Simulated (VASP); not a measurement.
A run of VASP 6.6.1:

INCAR

```
SYSTEM = ZnF2
  PREC = Accurate
  ENCUT = 600
  EDIFF = 1E-6
  ISMEAR = 0
  SIGMA = 0.01
  LREAL = .FALSE.
  LASPH = .TRUE.
  NELM = 120
  ALGO = Normal
  ISIF = 2
  LWAVE = .FALSE.
  LCHARG = .FALSE.
  GGA = PE
  NBANDS = 35
  GGA_COMPAT = .FALSE.
```

KPOINTS

```
regular mesh
0
G
  6 6 9
  0 0 0
```

Contents of POSCAR:

```
ZnF2
1.0
    4.8014843618      0.0000000000      0.0000000000
    0.0000000000      4.8014843618      0.0000000000
    0.0000000000      0.0000000000      3.1740297076
Zn F
2 4
Direct
    0.0000000000      0.0000000000      0.0000000000
    0.5000000000      0.5000000000      0.5000000000
    0.3044200103      0.3044200103      0.0000000000
    0.6955799897      0.6955799897      0.0000000000
    0.1955799897      0.8044200103      0.5000000000
    0.8044200103      0.1955799897      0.5000000000
```

Potentials or basis: VASP PAW PBE potentials, release 64 (Zn, F).

The run is started by

```sh
$ cat potpaw_PBE.64/Zn/POTCAR potpaw_PBE.64/F/POTCAR > POTCAR
$ mpirun -np 1 vasp_std > vasp.out
```

Hardware: 1 thread of Intel(R) Xeon(R) Platinum 8488C (Sapphire Rapids), with other jobs on the host.

Q: How long does it take, and how much memory?

A: Run time: 100 s on 1 thread of Intel(R) Xeon(R) Platinum 8488C (Sapphire Rapids), with other jobs on the host, peak memory 0.27 GiB. Counts: scf iterations 15, k points 50.
